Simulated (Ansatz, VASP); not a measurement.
# Co in VASP and in Ansatz

File INCAR:

```
SYSTEM = Co
AGGAC    = 1.0          
AGGAX    = 1.0          
ALDAC    = 0.0          
ALDAX    = 1.0          
ALGO     = Normal         ! electronic algorithm
EDIFF    = 1E-6           ! SCF threshold, eV
ENCUT    = 600            ! plane-wave cutoff, eV
GGA      = B5             ! functional
GGA_COMPAT= .False.      
ISIF     = 2              ! what is computed and relaxed
ISMEAR   = -1             ! smearing method
LASPH    = .True.         ! aspherical terms in the spheres
LCHARG   = .False.        ! write CHGCAR
LREAL    = .False.        ! projectors in reciprocal space
LWAVE    = .False.        ! write WAVECAR
NBANDS   = 10             ! bands
NELM     = 120            ! most SCF steps
PREC     = Accurate       ! precision mode
SIGMA    = 0.1            ! smearing width, eV
```

The input KPOINTS:

```
k-points
0
Gamma
  17 17 17
  0 0 0
```

Contents of POSCAR:

```
Co
1.0
    0.0000000000      1.8000589806      1.8000589806
    1.8000589806      0.0000000000      1.8000589806
    1.8000589806      1.8000589806      0.0000000000
Co
1
Direct
    0.0000000000      0.0000000000      0.0000000000
```

Input for Ansatz:

```yaml
crystal:
  lattice:
    - [0.0, 1.8000589806, 1.8000589806]
    - [1.8000589806, 0.0, 1.8000589806]
    - [1.8000589806, 1.8000589806, 0.0]
  atoms:
    - { symbol: Co, position: [0.0, 0.0, 0.0] }
hamiltonian:
  xc: blyp
  pseudopotentials:
    kind: paw
    azcp:
      Co: "pseudopotentials/Co.paw.azcp"
basis:
  ecutwfc: 420
  fft_grid_basis: typed
kpoints:
  mp_grid: { grid: [17, 17, 17], shift: [0, 0, 0] }
magnetization:
  spin_polarized: false
scf:
  occupations: { method: fermi_dirac, width: 0.1 }
  lower_state_search: "off"
output:
  stress: true
```

Alike in both runs: task single point; functional BLYP; k mesh 17 × 17 × 17; occupations fermi-dirac, width 0.1 eV; no spin polarisation.

|  | VASP | Ansatz |
| --- | --- | --- |
| version | VASP 6.6.1 | Ansatz 0.2.0 |
| potentials or method | VASP PAW PBE potentials, release 64 (Co), cutoff 600 eV | plane waves (420 eV) with PAW, scalar-relativistic |
| valence electrons in the cell | 9 | 17 |

```tsv
	VASP	Ansatz	Ansatz less VASP
pressure (GPa)	-14.0	-14.0	-0.04
```

VASP's potentials were made for PBE, not for BLYP. The functional is the same, so the differences come from potentials, cutoffs and numerics. VASP's potentials hold 9 valence electrons a cell and Ansatz's 17, so a difference there can come from the potentials and not from the codes.
